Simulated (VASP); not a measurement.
Here is a VASP 6.6.1 calculation.

INCAR

```
SYSTEM = KI
PREC     = Accurate       ! precision mode
ENCUT    = 520            ! plane-wave cutoff, eV
EDIFF    = 1E-8           ! SCF threshold, eV
ISMEAR   = 0              ! smearing method
SIGMA    = 0.01           ! smearing width, eV
LREAL    = .FALSE.        ! projectors in reciprocal space
LASPH    = .TRUE.         ! aspherical terms in the spheres
NELM     = 100            ! most SCF steps
ALGO     = Normal         ! electronic algorithm
ISIF     = 2              ! what is computed and relaxed
LWAVE    = .FALSE.        ! write WAVECAR
LCHARG   = .TRUE.         ! write CHGCAR
GGA      = CA             ! functional
NBANDS   = 15             ! bands
IBRION   = 8              ! ionic algorithm
NSW      = 1              ! ionic steps
LEPSILON = .TRUE.         ! dielectric tensor by DFPT
```

The input KPOINTS:

```
Automatic mesh
0
G
  6 6 6
  0 0 0
```

The input POSCAR:

```
KI
1.0
    0.0000000000      3.4114757659      3.4114757659
    3.4114757659      0.0000000000      3.4114757659
    3.4114757659      3.4114757659      0.0000000000
K I
1 1
Direct
    0.0000000000      0.0000000000      0.0000000000
    0.5000000000      0.5000000000      0.5000000000
```

Potentials or basis: VASP PAW LDA potentials, release 64 (K_sv, I).

Run with:

```sh
$ cat potpaw_LDA.64/K_sv/POTCAR potpaw_LDA.64/I/POTCAR > POTCAR
$ mpirun -np 1 vasp_std > vasp.out
```

Task: Predict the electronic dielectric tensor (diagonal).

Result: 3.12.

Task: What does it give for the Born charges (mean of the diagonal)?

Result: K +1.11; I -1.11 e.

Task: Estimate the highest phonon frequency at Γ, LO-TO splitting left out.

Result: 115 cm⁻¹.

Born effective charge tensors (e):
atom 1, K
```
1.11 0.00 0.00
0.00 1.11 0.00
0.00 0.00 1.11
```
atom 2, I
```
-1.11  0.00  0.00
 0.00 -1.11  0.00
 0.00  0.00 -1.11
```
